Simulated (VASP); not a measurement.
A run of VASP 6.6.1:

Contents of POSCAR:

```
P
1.0
   -3.3819670000      0.0000000000      0.0000000000
    0.0000000000     -4.1459380000      0.0000000000
    1.6909840000      0.0000000000      5.1055590000
P
4
Direct
    0.0980000000      0.9100000000      0.1960000000
    0.5980000000      0.5900000000      0.1960000000
    0.9020000000      0.0900000000      0.8040000000
    0.4020000000      0.4100000000      0.8040000000
```

INCAR.step1

```
ALGO = Normal
EDIFF = 1E-4
ENCUT = 520
GGA = PE
ISMEAR = -1
LASPH = T
LCHARG = F
LREAL = F
LWAVE = T
NBANDS = 18
NELM = 100
PREC = Accurate
SIGMA = 0.1
```

The input INCAR.step2:

```
ALGO = Normal
EDIFF = 1E-6
ENCUT = 520
ISIF = 2
ISMEAR = -1
ISTART = 1
LASPH = T
LCHARG = F
LMIXTAU = T
LREAL = F
LWAVE = F
METAGGA = R2SCAN
NBANDS = 18
NELM = 100
PREC = Accurate
SIGMA = 0.1
```

The input KPOINTS:

```
k-points
0
Gamma
  10 8 10
```

Potentials or basis: VASP PAW PBE potentials, release 64 (P).

Launch:

```console
$ cat potpaw_PBE.64/P/POTCAR > POTCAR
$ cp INCAR.step1 INCAR
$ mpirun -np 1 vasp_std > vasp.out
$ cp INCAR.step2 INCAR
$ mpirun -np 1 vasp_std > vasp.out
```

Hardware: 1 thread of Intel(R) Xeon(R) Platinum 8259CL CPU @ 2.50GHz (Skylake/Cascade Lake) (shared host).

Question: How long does it take, and how much memory?

Answer: It took 8.4 min on 1 thread of Intel(R) Xeon(R) Platinum 8259CL CPU @ 2.50GHz (Skylake/Cascade Lake), on a shared host, peak memory 0.27 GiB. Counts: k points 155.
